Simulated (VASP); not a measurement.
Set up this calculation in VASP 6.6.1, as the native input.

* Task: single point
* Functional: PBEsol
* Potentials or basis: VASP PAW PBE potentials, release 64 (Te, Pb_d)
* Cutoff: 520 eV
* k mesh: 6 × 6 × 6
* Occupations: gaussian, width 0.01 eV
* Spin: no spin polarisation
* Dipole correction: no
* Further INCAR settings: ALGO = Normal; EDIFF = 1e-07; NBANDS = 17

The structure of TePb lies in POSCAR:

```
TePb
1.0
    0.0000000000      3.2213337944      3.2052271254
    3.2213337944      0.0000000000      3.2052271254
    3.2213337944      3.2213337944      0.0000000000
Te Pb
1 1
Direct
    0.5000000000      0.5000000000      0.5000000000
    0.0000000000      0.0000000000      0.0000000000
```

This cell differs from its parent crystal: z stretched by -0.5 %, x and y held.

One way to write it, as run:

INCAR

```
PREC     = Accurate       # precision mode
ENCUT    = 520            # plane-wave cutoff, eV
EDIFF    = 1E-7           # SCF threshold, eV
ISMEAR   = 0              # smearing method
SIGMA    = 0.01           # smearing width, eV
LREAL    = False          # projectors in reciprocal space
LASPH    = True           # aspherical terms in the spheres
NELM     = 60             # most SCF steps
ALGO     = Normal         # electronic algorithm
ISIF     = 2              # what is computed and relaxed
LWAVE    = False          # write WAVECAR
LCHARG   = True           # write CHGCAR
GGA      = PS             # functional
LELF     = True           # ELF
LVHAR    = True         
NBANDS   = 17             # bands
```

KPOINTS

```
Automatic mesh
0
Gamma
  6 6 6
```

Potentials or basis: VASP PAW PBE potentials, release 64 (Te, Pb_d).

Launch:

```bash
$ cat potpaw_PBE.64/Te/POTCAR potpaw_PBE.64/Pb_d/POTCAR > POTCAR
$ mpirun -np 1 vasp_std > vasp.out
```

It gave:

```json
{
  "Pressure": "0.2 GPa",
  "Band gap on the k mesh": "0.64 eV"
}
```

Caveat: the cell differs from its parent crystal (z stretched by -0.5 %, x and y held); the PAW data sets were made with another functional, which shifts forces and pressure a little; spin-orbit coupling is left out, which moves the levels of the heavy elements.

Wall time 71 s on 1 thread of Intel Xeon 8259CL (shared host), peak memory 0.22 GiB.
